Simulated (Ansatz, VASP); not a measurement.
**Two plane-wave programs on PbS**

The input INCAR:

```
  ALGO = Normal
  EDIFF = 1E-6
  ENCUT = 520
  GGA = PE
  ISIF = 2
  ISMEAR = 0
  LASPH = T
  LCHARG = F
  LREAL = F
  LWAVE = F
  NBANDS = 17
  NELM = 60
  PREC = Accurate
  SIGMA = 0.1
```

Contents of KPOINTS:

```
k-points
0
Gamma
  6 6 6
```

Contents of POSCAR:

```
PbS
1.0
   -1.7809642500      1.7809642500      3.0681315500
    1.7809642500     -1.7809642500      3.0681315500
    1.7809642500      1.7809642500     -3.0681315500
Pb S
1 1
Direct
    0.2919075800      0.2919075800      0.0000000000
    0.7080924200      0.7080924200      0.0000000000
```

Input for Ansatz:

```yaml
crystal:
  lattice:
    - [-1.78096425, 1.78096425, 3.06813155]
    - [1.78096425, -1.78096425, 3.06813155]
    - [1.78096425, 1.78096425, -3.06813155]
  atoms:
    - { symbol: Pb, position: [0.29190758, 0.29190758, 0.0] }
    - { symbol: S, position: [0.70809242, 0.70809242, 0.0] }
basis:
  ecutwfc: 420
kpoints:
  mp_grid: { grid: [6, 6, 6] }
hamiltonian:
  xc: pbe
scf:
  occupations: { method: gaussian, width: 0.1 }
  lower_state_search: "off"
output:
  forces: true
  stress: true
  eigenvalues: true
```

Alike in both runs: task single point; functional PBE; k mesh 6 × 6 × 6; occupations gaussian, width 0.1 eV; no spin polarisation.

|  | VASP | Ansatz |
| --- | --- | --- |
| version | VASP 6.6.1 | Ansatz 0.2.0 |
| potentials or method | VASP PAW PBE potentials, release 64 (Pb_d, S), cutoff 520 eV | scalar-relativistic, plane waves, PAW |
| valence electrons in the cell | 20 | 20 |

|  | VASP | Ansatz | Ansatz less VASP |
| --- | --- | --- | --- |
| gap on the k mesh at the Fermi level (eV) | 0.58 | 0.57 | -0.007 |
| least direct gap on the mesh (eV) | 1.18 | 1.17 | -0.007 |
| rms of the force components (eV/Å) | 0.093 | 0.093 | 0.0000 |

Atom by atom the forces differ by 0.000 eV/Å (rms over components). The functional is the same, so the differences come from potentials, cutoffs and numerics.

Spin-orbit coupling is off throughout.
